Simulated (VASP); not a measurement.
Write the native input for VASP 6.6.1 that does the following.

```yaml
Task: single point
Functional: PBE
Potentials_or_basis: VASP PAW PBE potentials, release 64 (Si, Ni)
Cutoff: 520 eV
k_mesh: 3 × 3 × 3
Occupations: gaussian, width 0.1 eV
Spin: no spin polarisation
Dipole_correction: no
Further_INCAR_settings: ALGO = Normal; EDIFF = 1e-06; NBANDS = 48
```

The structure of Si2Ni lies in POSCAR:

```
Si2Ni
1.0
    0.0000000000     -4.8295562950     -4.8295562950
   -4.8295562950      0.0000000000     -4.8295562950
    4.8295562950      4.8295562950     -9.6591125900
Si Ni
8 4
Direct
    0.8125000000      0.8125000000      0.0625000000
    0.3125000000      0.3125000000      0.5625000000
    0.5625000000      0.5625000000      0.3125000000
    0.0625000000      0.0625000000      0.8125000000
    0.8125000000      0.3125000000      0.0625000000
    0.3125000000      0.8125000000      0.5625000000
    0.3125000000      0.8125000000      0.0625000000
    0.8125000000      0.3125000000      0.5625000000
    0.6250000000      0.6250000000      0.1250000000
    0.1250000000      0.1250000000      0.6250000000
    0.5000000000      0.5000000000      0.5000000000
    1.0000000000      0.0000000000      0.0000000000
```

The input as run:

INCAR

```
PREC = Accurate ; ENCUT = 520
EDIFF = 1E-6 ; ISMEAR = 0
SIGMA = 0.1 ; LREAL = F
LASPH = T ; NELM = 100
ALGO = Normal ; ISIF = 2
LWAVE = F ; LCHARG = F
GGA = PE ; NBANDS = 48
```

KPOINTS

```
regular mesh
0
Gamma
  3 3 3
```

Potentials or basis: VASP PAW PBE potentials, release 64 (Si, Ni).

Command:

```sh
$ cat potpaw_PBE.64/Si/POTCAR potpaw_PBE.64/Ni/POTCAR > POTCAR
$ mpirun -np 1 vasp_std > vasp.out
```

Results of the run:

```json
{"Pressure": "0.0 GPa", "Band gap on the k mesh": "1.04 eV"}
```

Caveat: an odd mesh through Γ misses points on the zone boundary, where band edges can lie.

Wall time 2.2 min on 1 thread of Intel(R) Xeon(R) 6975P-C (Granite Rapids), with other jobs on the host, peak memory 0.55 GiB.
